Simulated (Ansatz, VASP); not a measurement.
## One calculation of BaF2, two programs

```
CELL_PARAMETERS angstrom
0.00000 3.02255 3.10005
3.02255 0.00000 3.10005
3.02255 3.02255 0.00000
ATOMIC_POSITIONS crystal
Ba 0.00000 0.00000 0.00000
F 0.25000 0.25000 0.25000
F 0.75000 0.75000 0.75000
```

Change from the starting cell: strain -0.025 along x and y, +0.000 along z, atoms carried along.

Alike in both runs: task single point; functional PBE; k mesh 6 × 6 × 6; occupations gaussian, width 0.05 eV; no spin polarisation.

```csv
,VASP,Ansatz
version,VASP 6.6.1,Ansatz 0.2.0
potentials or method,"VASP PAW PBE potentials, release 64 (Ba_sv, F), cutoff 600 eV","scalar-relativistic, plane waves, PAW"
valence electrons in the cell,24,24
```

Ansatz gave:

```
gap on the k mesh at the Fermi level (eV)                     : 7.06
least direct gap on the mesh (eV)                             : 7.15
pressure (GPa)                                                : 4.7
traceless stress, the component that is largest in VASP (GPa) : -0.82
```

Q: Estimate VASP's values.

A: gap on the k mesh at the Fermi level (eV): 6.98; least direct gap on the mesh (eV): 7.06; pressure (GPa): 6.0; traceless stress, the component that is largest in VASP (GPa): -0.79.

Spin-orbit coupling is off throughout.
